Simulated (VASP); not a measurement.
# RbBr (I4/mmm) in VASP: settings compared

RbBr is run at these levels: r2SCAN, HSE06; tasks: single point.

All numbers are computed with VASP 6.6.1; they aren't measurements. Logs are shortened: lines on timing, memory, paths and dates and some standing lists are left out, and cuts for length are marked.

## 1. The cell of the first run

The structure is tetragonal, space group I4/mmm (No. 139). The conventional cell has a = 4.621 Å, b = 4.621 Å, c = 7.027 Å, α = 90.00°, β = 90.00°, γ = 90.00°. Within 4.3 Å of Rb (site symmetry 4/mmm) lie 6 Br at 3.27 to 3.51 Å. Within 4.3 Å of Br (site symmetry 4/mmm) lie 6 Rb at 3.27 to 3.51 Å.

## 2. Single point, r2SCAN (epitaxial xy strain -5.6%)

POSCAR reads:

```
RbBr
1.0
    0.0000000000      3.2673659279      3.5137349617
    3.2673659279      0.0000000000      3.5137349617
    3.2673659279      3.2673659279      0.0000000000
Rb Br
1 1
Direct
    0.0000000000      0.0000000000      0.0000000000
    0.5000000000      0.5000000000      0.5000000000
```

INCAR.step1 reads:

```
PREC = Accurate
ENCUT = 520
ISMEAR = 0
SIGMA = 0.01
LREAL = False
LASPH = True
NELM = 60
NBANDS = 15
GGA = PE
ALGO = Normal
EDIFF = 1E-4
LWAVE = True
LCHARG = False
```

INCAR.step2 reads:

```
PREC = Accurate
ENCUT = 520
EDIFF = 1E-6
ISMEAR = 0
SIGMA = 0.01
LREAL = False
LASPH = True
NELM = 60
ALGO = Normal
ISIF = 2
LWAVE = False
LCHARG = False
METAGGA = R2SCAN
LMIXTAU = True
NBANDS = 15
ISTART = 1
```

KPOINTS reads:

```
regular mesh
0
Gamma
  6 6 6
```

Potentials or basis: VASP PAW PBE potentials, release 64 (Rb_sv, Br).

Launch:

```console
$ cat potpaw_PBE.64/Rb_sv/POTCAR potpaw_PBE.64/Br/POTCAR > POTCAR
$ cp INCAR.step1 INCAR
$ mpirun -np 1 vasp_std > vasp.out
$ cp INCAR.step2 INCAR
$ mpirun -np 1 vasp_std > vasp.out
```

OUTCAR:

```text
PREC = Accurate
   ENCUT = 520
   EDIFF = 1E-6
   ISMEAR = 0
   LREAL = False
   LASPH = True
   NELM = 60
   ISIF = 2
   METAGGA = R2SCAN
   ISTART = 1

 ion  position               nearest neighbor table
   1  0.000  0.000  0.000-   2 3.27   2 3.27   2 3.27   2 3.27   2 3.51   2 3.51
   2  0.500  0.500  0.500-   1 3.27   1 3.27   1 3.27   1 3.27   1 3.51   1 3.51

  LATTYP: Found a body centered tetragonal cell.
 ALAT       =     4.6207532085
 C/A-ratio  =     1.5208494387

  Lattice vectors:

 A1 = (  -3.2673659279,   0.0000000000,   3.5137349617)
 A2 = (   3.2673659279,   0.0000000000,   3.5137349617)
 A3 = (   0.0000000000,   3.2673659279,  -3.5137349617)

Analysis of symmetry for initial positions (statically):
=====================================================================
 Subroutine PRICEL returns:
 Original cell was already a primitive cell.

 Routine SETGRP: Setting up the symmetry group for a
 body centered tetragonal supercell.

 Subroutine GETGRP returns: Found 16 space group operations
 (whereof 16 operations were pure point group operations)
 out of a pool of 16 trial point group operations.

The static configuration has the point symmetry D_4h.

Analysis of symmetry for dynamics (positions and initial velocities):
=====================================================================
 Subroutine PRICEL returns:
 Original cell was already a primitive cell.

 Routine SETGRP: Setting up the symmetry group for a
 body centered tetragonal supercell.

 Subroutine GETGRP returns: Found 16 space group operations
 (whereof 16 operations were pure point group operations)
 out of a pool of 16 trial point group operations.

The dynamic configuration has the point symmetry D_4h.

 Subroutine INISYM returns: Found 16 space group operations
 (whereof 16 operations are pure point group operations),
 and found     1 'primitive' translations

----------------------------------------------------------------------------------------

                                     Primitive cell

  volume of cell :      75.0230

  direct lattice vectors                    reciprocal lattice vectors
     0.000000000  3.267365928  3.513734962    -0.153028467  0.153028467  0.142298724
     3.267365928  0.000000000  3.513734962     0.153028467 -0.153028467  0.142298724
     3.267365928  3.267365928  0.000000000     0.153028467  0.153028467 -0.142298724

  length of vectors
     4.798126039  4.798126039  4.620753208     0.259006468  0.259006468  0.259006468

  position of ions in fractional coordinates (direct lattice)
     0.000000000  0.000000000  0.000000000
     0.500000000  0.500000000  0.500000000

  ion indices of the primitive-cell ions
   primitive index   ion index
                 1           1
                 2           2

----------------------------------------------------------------------------------------

 KPOINTS: regular mesh

Automatic generation of k-mesh.
 Grid dimensions read from file:
 generate k-points for:    6    6    6

 Generating k-lattice:

  Cartesian coordinates                     Fractional coordinates (reciprocal lattice)
    -0.025504745  0.025504745  0.023716454     0.166666667 -0.000000000  0.000000000
     0.025504745 -0.025504745  0.023716454    -0.000000000  0.166666667  0.000000000
     0.025504745  0.025504745 -0.023716454     0.000000000  0.000000000  0.166666667

  Length of vectors
     0.043167745  0.043167745  0.043167745

  Shift w.r.t. Gamma in fractional coordinates (k-lattice)
     0.000000000  0.000000000  0.000000000

 Subroutine IBZKPT returns following result:
 ===========================================

 Found     30 irreducible k-points:

 Following reciprocal coordinates:
            Coordinates               Weight
  0.000000  0.000000  0.000000      1.000000
  0.166667  0.000000  0.000000      8.000000
  0.333333  0.000000  0.000000      8.000000
  0.500000  0.000000  0.000000      4.000000
  0.166667  0.166667  0.000000      2.000000
  0.333333  0.166667  0.000000      8.000000
[... 16 lines left out ...]
  0.333333  0.000000  0.333333      4.000000
  0.500000 -0.000000  0.333333     16.000000
 [... further k-points ...]
   k-points           NKPTS =     30   k-points in BZ     NKDIM =     30   number of bands    NBANDS=     15
   number of dos      NEDOS =    301   number of ions     NIONS =      2
   total plane-waves  NPLWV =  46656
   dimension x,y,z NGX =    36 NGY =   36 NGZ =   36
   dimension x,y,z NGXF=    72 NGYF=   72 NGZF=   72
   ions per type =               1   1
   NGX,Y,Z   is equivalent  to a cutoff of  12.47, 12.47, 12.95 a.u.
   NGXF,Y,Z  is equivalent  to a cutoff of  24.95, 24.95, 25.90 a.u.
 SYSTEM =  unknown system
   PREC   = accura    normal or accurate (medium, high low for compatibility)
   ISTART =      1    job   : 0-new  1-cont  2-samecut
   ICHARG =      0    charge: 1-file 2-atom 10-const
   ISPIN  =      1    spin polarized calculation?
[... 33 lines left out ...]
   IVDW    =     0    specifies the selected vdW correction
   LEPSILON=     F    determine dielectric tensor
   LRPA    =     F    only Hartree local field effects (RPA)
 non-spin polarized calculation
 Gauss-broadening in eV      SIGMA  =   0.01
  energy-cutoff  :      520.00
  volume of cell :       75.02
 maximum number of plane-waves:      2046
   NGX = 17   NGY = 17   NGZ = 17

 number of electron      16.0000000 magnetization

 Free energy of the ion-electron system (eV)
  ---------------------------------------------------
  ext. energy  EPLUGINS =         0.00000000
  ---------------------------------------------------
  free energy    TOTEN  =       -31.07334953 eV

  energy without entropy =      -31.07334953  energy(sigma->0) =      -31.07334953

 E-fermi :  -1.7323     XC(G=0):  -7.9313

 val. band max:       -1.8303326711   @ k =   0.0000   0.0000   0.0000
 cond. band min:       3.2610650377   @ k =   0.0000   0.0000   0.0000
 fundamental gap:      5.0913977089
 Fermi energy:        -1.7322531077

 k-point     1 :       0.0000    0.0000    0.0000
  band No.  band energies     occupation
      1     -26.8804      2.00000
      2     -14.5725      2.00000
      3     -10.4251      2.00000
      4     -10.4251      2.00000
      5     -10.4162      2.00000
      6      -1.9465      2.00000
      7      -1.8303      2.00000
      8      -1.8303      2.00000
      9       3.2611      0.00000
     10       5.7092      0.00000
     11       6.1770      0.00000
     12       6.1770      0.00000
     13       6.9788      0.00000
     14       7.3375      0.00000
     15       9.6639      0.00000

 k-point     2 :       0.1667    0.0000    0.0000
  band No.  band energies     occupation
      1     -26.8767      2.00000
      2     -14.5916      2.00000
      3     -10.4253      2.00000
      4     -10.4209      2.00000
      5     -10.3960      2.00000
      6      -2.2066      2.00000
      7      -2.0121      2.00000
      8      -1.9570      2.00000
      9       3.9295      0.00000
     10       5.8089      0.00000
     11       6.2843      0.00000
     12       6.5254      0.00000
     13       7.4408      0.00000
     14       7.8383      0.00000
     15      10.8152      0.00000

 k-point     3 :       0.3333    0.0000    0.0000
  band No.  band energies     occupation
      1     -26.8693      2.00000
      2     -14.6292      2.00000
      3     -10.4421      2.00000
      4     -10.4122      2.00000
      5     -10.3390      2.00000
      6      -2.7489      2.00000
      7      -2.2119      2.00000
      8      -2.1927      2.00000
      9       5.1302      0.00000
     10       6.0976      0.00000
     11       7.3130      0.00000
     12       7.5096      0.00000
     13       8.5763      0.00000
     14       9.0787      0.00000
     15      10.8045      0.00000
[... 343 lines left out ...]
 k-point    23 :       0.3333    0.0000    0.3333
  band No.  band energies     occupation
      1     -26.8647      2.00000
      2     -14.5648      2.00000
      3     -10.5249      2.00000
      4     -10.4816      2.00000
      5     -10.4748      2.00000
      6      -2.5554      2.00000
      7      -2.0898      2.00000
      8      -1.9899      2.00000
      9       4.4183      0.00000
     10       5.3404      0.00000
     11       7.9954      0.00000
     12       8.7544      0.00000
     13       8.9750      0.00000
     14       9.1016      0.00000
     15      10.4793      0.00000

 k-point    24 :       0.5000   -0.0000    0.3333
  band No.  band energies     occupation
      1     -26.8612      2.00000
      2     -14.5436      2.00000
      3     -10.6007      2.00000
      4     -10.5103      2.00000
      5     -10.4812      2.00000
      6      -2.4090      2.00000
      7      -2.2037      2.00000
      8      -2.1133      2.00000
      9       4.5383      0.00000
     10       6.3559      0.00000
     11       7.9290      0.00000
     12       8.6680      0.00000
     13       8.8994      0.00000
     14       9.4913      0.00000
     15      10.3051      0.00000

 [... further k-points ...]

------------------------ aborting loop because EDIFF is reached ----------------------------------------

  FORCE on cell =-STRESS in cart. coord.  units (eV):
  Direction    XX          YY          ZZ          XY          YZ          ZX
  --------------------------------------------------------------------------------------
  -------------------------------------------------------------------------------------
  Total        1.5314200      1.5314200     -0.0330650      0.0000000     -0.0000000      0.0000000
  in kB       32.7047131     32.7047131     -0.7061300      0.0000000     -0.0000000      0.0000000
  external PRESSURE =      21.5677654 kB  Pullay stress =       0.0000000 kB

 VOLUME and BASIS-vectors are now :
 -----------------------------------------------------------------------------
  energy-cutoff  :      520.00
  volume of cell :       75.02
      direct lattice vectors                 reciprocal lattice vectors
     0.000000000  3.267365928  3.513734962    -0.153028467  0.153028467  0.142298724
     3.267365928  0.000000000  3.513734962     0.153028467 -0.153028467  0.142298724
     3.267365928  3.267365928  0.000000000     0.153028467  0.153028467 -0.142298724

 POSITION                                       TOTAL-FORCE (eV/Angst)
 -----------------------------------------------------------------------------------
      0.00000      0.00000      0.00000         0.000000      0.000000      0.000000
      3.26737      3.26737      3.51373        -0.000000     -0.000000     -0.000000
 -----------------------------------------------------------------------------------
    total drift:                                0.000000      0.000000      0.000000

  FREE ENERGIE OF THE ION-ELECTRON SYSTEM (eV)
  ---------------------------------------------------
  free  energy   TOTEN  =       -31.0733495310 eV

  energy  without entropy=      -31.0733495310  energy(sigma->0) =      -31.07334953
```

It took 94 s on 1 thread of Oxide Virtual Turin-like, shared host; peak memory 0.19 GiB.

What came out:

```yaml
Free_energy: -31.0733 eV
Pressure: 2.2 GPa
Band_gap_on_the_k_mesh: 5.09 eV, direct
```

Levels at points of the mesh, in eV from the valence-band top:
| k point | band 6 | band 7 | band 8 | band 9 | band 10 | band 11 |
| --- | --- | --- | --- | --- | --- | --- |
| (0.00, 0.00, 0.00) | -0.12 | 0.00 | 0.00 | 5.09 | 7.54 | 8.01 |
| (0.50, 0.00, 0.00) | -1.15 | -0.47 | -0.47 | 7.41 | 8.45 | 10.39 |
| (0.50, 0.50, 0.00) | -0.65 | -0.13 | -0.13 | 5.99 | 8.20 | 9.87 |
| (0.50, 0.00, 0.50) | -0.46 | -0.28 | -0.18 | 5.90 | 8.19 | 10.10 |

Caveat: the cell differs from its parent crystal (epitaxial xy strain -5.6%); the PAW data sets were made with another functional, which shifts forces and pressure a little.

## 3. Single point, r2SCAN (uniaxial x strain -5.5%)

POSCAR reads:

```
RbBr
1.0
    0.0000000000      3.4608261073      3.4608261073
    3.2708267540      0.0000000000      3.4608261073
    3.2708267540      3.4608261073      0.0000000000
Rb Br
1 1
Direct
    0.0000000000      0.0000000000      0.0000000000
    0.5000000000      0.5000000000      0.5000000000
```

INCAR.step1 reads:

```
SYSTEM = RbBr
PREC = Accurate
ENCUT = 520
ISMEAR = 0
SIGMA = 0.01
LREAL = .FALSE.
LASPH = .TRUE.
NELM = 100
NBANDS = 15
GGA = PE
ALGO = Normal
EDIFF = 1E-4
LWAVE = .TRUE.
LCHARG = .FALSE.
```

INCAR.step2 reads:

```
SYSTEM = RbBr
PREC = Accurate
ENCUT = 520
EDIFF = 1E-7
ISMEAR = 0
SIGMA = 0.01
LREAL = .FALSE.
LASPH = .TRUE.
NELM = 100
ALGO = Normal
ISIF = 2
LWAVE = .FALSE.
LCHARG = .TRUE.
METAGGA = R2SCAN
LMIXTAU = .TRUE.
LELF = .TRUE.
LVHAR = .TRUE.
NBANDS = 15
ISTART = 1
```

KPOINTS reads:

```
regular mesh
0
G
  6 6 6
  0 0 0
```

Potentials or basis: VASP PAW PBE potentials, release 64 (Rb_sv, Br).

Launch:

```console
$ cat potpaw_PBE.64/Rb_sv/POTCAR potpaw_PBE.64/Br/POTCAR > POTCAR
$ cp INCAR.step1 INCAR
$ mpirun -np 1 vasp_std > vasp.out
$ cp INCAR.step2 INCAR
$ mpirun -np 1 vasp_std > vasp.out
```

Wall time 2 min (1 thread of Oxide Virtual Turin-like, shared host); peak memory 0.2 GiB.

Results (log left out):

```yaml
Free_energy: -31.1185 eV
Pressure: 1.2 GPa
Band_gap_on_the_k_mesh: 4.96 eV, direct
```

Stress tensor (GPa, compression positive):
```
2.91 0.00 0.00
0.00 0.27 0.00
0.00 0.00 0.27
```

Levels at points of the mesh, in eV from the valence-band top:
```tsv
k point	band 4	band 5	band 6	band 7	band 8	band 9	band 10	band 11	band 12	band 13
(0.00, 0.00, 0.00)	-8.69	-8.69	-0.09	-0.09	0.00	4.96	7.71	7.71	8.06	8.74
(0.50, 0.00, 0.00)	-8.70	-8.61	-1.09	-0.45	-0.44	7.29	8.29	10.23	10.27	10.68
(0.50, 0.50, 0.00)	-8.79	-8.75	-0.60	-0.23	-0.16	6.00	7.96	9.72	10.03	10.39
(0.00, 0.50, 0.50)	-8.78	-8.78	-0.45	-0.28	-0.28	5.90	8.05	9.92	10.13	10.48
```

Caveat: the cell differs from its parent crystal (uniaxial x strain -5.5%); the PAW data sets were made with another functional, which shifts forces and pressure a little.

## 4. Single point, HSE06 (epitaxial xy strain -5.6%)

POSCAR reads:

```
RbBr
1.0
    0.0000000000      3.2673659279      3.5137349617
    3.2673659279      0.0000000000      3.5137349617
    3.2673659279      3.2673659279      0.0000000000
Rb Br
1 1
Direct
    0.0000000000      0.0000000000      0.0000000000
    0.5000000000      0.5000000000      0.5000000000
```

INCAR.step1 reads:

```
SYSTEM = RbBr
PREC = Accurate ; ENCUT = 520
EDIFF = 1E-5 ; ISMEAR = 0
SIGMA = 0.01 ; LREAL = .False.
LASPH = .True. ; NELM = 100
ALGO = Normal ; ISIF = 2
LWAVE = .True. ; LCHARG = .False.
GGA = PE ; NBANDS = 15
```

INCAR.step2 reads:

```
SYSTEM = RbBr
PREC = Accurate ; ENCUT = 520
EDIFF = 1E-7 ; ISMEAR = 0
SIGMA = 0.01 ; LREAL = .False.
LASPH = .True. ; NELM = 100
ALGO = Normal ; ISIF = 2
LWAVE = .False. ; LCHARG = .False.
GGA = PE ; LHFCALC = .True.
HFSCREEN = 0.2079 ; PRECFOCK = Normal
ISTART = 1 ; NBANDS = 15
```

KPOINTS reads:

```
Automatic mesh
0
Gamma
  4 4 4
  0 0 0
```

Launch:

```console
$ cat potpaw_PBE.64/Rb_sv/POTCAR potpaw_PBE.64/Br/POTCAR > POTCAR
$ cp INCAR.step1 INCAR
$ mpirun -np 1 vasp_std > vasp.out
$ cp INCAR.step2 INCAR
$ mpirun -np 1 vasp_std > vasp.out
```

It took 16 min on 1 thread of Oxide Virtual Turin-like, shared host; peak memory 0.29 GiB.

Results (log left out):

* Free energy: -6.9800 eV
* Pressure: 2.4 GPa
* Band gap on the k mesh: 5.66 eV, direct

Stress tensor (GPa, compression positive):
```
3.46 0.00 0.00
0.00 3.46 0.00
0.00 0.00 0.38
```

Levels at points of the mesh, in eV from the valence-band top:
| k point | band 4 | band 5 | band 6 | band 7 | band 8 | band 9 | band 10 | band 11 | band 12 | band 13 |
| --- | --- | --- | --- | --- | --- | --- | --- | --- | --- | --- |
| (0.00, 0.00, 0.00) | -8.92 | -8.89 | -0.11 | 0.00 | 0.00 | 5.66 | 8.22 | 8.69 | 8.69 | 9.39 |
| (0.50, 0.00, 0.00) | -8.90 | -8.79 | -1.21 | -0.50 | -0.49 | 8.10 | 9.17 | 11.11 | 11.14 | 11.44 |
| (0.50, 0.50, 0.00) | -9.00 | -9.00 | -0.66 | -0.14 | -0.14 | 6.70 | 8.67 | 10.60 | 10.64 | 11.14 |
| (0.50, 0.00, 0.50) | -9.06 | -8.98 | -0.49 | -0.28 | -0.20 | 6.62 | 8.68 | 10.84 | 10.84 | 11.24 |

Caveat: the cell differs from its parent crystal (epitaxial xy strain -5.6%); the PAW data sets were made with another functional, which shifts forces and pressure a little.

## 5. Single point, HSE06 (uniaxial x strain -5.5%)

POSCAR reads:

```
RbBr
1.0
    0.0000000000      3.4608261073      3.4608261073
    3.2708267540      0.0000000000      3.4608261073
    3.2708267540      3.4608261073      0.0000000000
Rb Br
1 1
Direct
    0.0000000000      0.0000000000      0.0000000000
    0.5000000000      0.5000000000      0.5000000000
```

INCAR.step1 reads:

```
SYSTEM = RbBr
PREC = Accurate
ENCUT = 520
EDIFF = 1E-5
ISMEAR = 0
SIGMA = 0.01
LREAL = .FALSE.
LASPH = .TRUE.
NELM = 60
ALGO = Normal
ISIF = 2
LWAVE = .TRUE.
GGA = PE
NBANDS = 15
```

INCAR.step2 reads:

```
SYSTEM = RbBr
PREC = Accurate
ENCUT = 520
EDIFF = 1E-7
ISMEAR = 0
SIGMA = 0.01
LREAL = .FALSE.
LASPH = .TRUE.
NELM = 60
ALGO = Normal
ISIF = 2
LWAVE = .FALSE.
LCHARG = .TRUE.
GGA = PE
LHFCALC = .TRUE.
HFSCREEN = 0.2079
PRECFOCK = Normal
LELF = .TRUE.
LVHAR = .TRUE.
ISTART = 1
NBANDS = 15
```

KPOINTS reads:

```
regular mesh
0
G
  4 4 4
  0 0 0
```

Launch:

```console
$ cat potpaw_PBE.64/Rb_sv/POTCAR potpaw_PBE.64/Br/POTCAR > POTCAR
$ cp INCAR.step1 INCAR
$ mpirun -np 1 vasp_std > vasp.out
$ cp INCAR.step2 INCAR
$ mpirun -np 1 vasp_std > vasp.out
```

Run time: 20 min. Hardware: 1 thread of Oxide Virtual Turin-like, shared host; peak memory 0.29 GiB.

It converged, with:

| Property | Result |
| --- | --- |
| Free energy | -7.0294 eV |
| Pressure | 1.4 GPa |
| Band gap on the k mesh | 5.53 eV, direct |

Stress tensor (GPa, compression positive):
```
3.04 0.00 0.00
0.00 0.61 0.00
0.00 0.00 0.61
```

Levels at points of the mesh, in eV from the valence-band top:
```csv
k point,band 6,band 7,band 8,band 9,band 10,band 11
"(0.00, 0.00, 0.00)",-0.08,-0.08,0.00,5.53,8.38,8.38
"(0.50, 0.00, 0.00)",-1.14,-0.47,-0.45,7.97,9.01,10.93
"(0.50, 0.50, 0.00)",-0.61,-0.23,-0.17,6.70,8.45,10.44
"(0.00, 0.50, 0.50)",-0.47,-0.28,-0.28,6.61,8.53,10.65
```

Caveat: the cell differs from its parent crystal (uniaxial x strain -5.5%); the PAW data sets were made with another functional, which shifts forces and pressure a little.

## 6. Summary

```csv
level,cell,k mesh,grid for exact exchange (PRECFOCK),screening parameter,gap on the mesh (eV),pressure (GPa)
r2SCAN,"a = 4.798, b = 4.798, c = 4.621 Å, angles 61.2, 61.2, 57.6°, 2 atoms",6 × 6 × 6,-,-,5.09,2.2
r2SCAN,"a = 4.894, b = 4.762, c = 4.762 Å, angles 61.8, 59.1, 59.1°, 2 atoms",6 × 6 × 6,-,-,4.96,1.2
HSE06,"a = 4.798, b = 4.798, c = 4.621 Å, angles 61.2, 61.2, 57.6°, 2 atoms",4 × 4 × 4,Normal,0.2079 1/Å,5.66,2.4
HSE06,"a = 4.894, b = 4.762, c = 4.762 Å, angles 61.8, 59.1, 59.1°, 2 atoms",4 × 4 × 4,Normal,0.2079 1/Å,5.53,1.4
```

Alike in all rows: task single point; potentials or basis VASP PAW PBE potentials, release 64 (Rb_sv, Br); no spin polarisation; cutoff (eV) 520; smearing gaussian 0.01 eV.

Caveats: the PAW data sets were made with another functional, which shifts forces and pressure a little.

Total energies depend on the potentials used, so only differences within one code and one set of settings carry meaning.
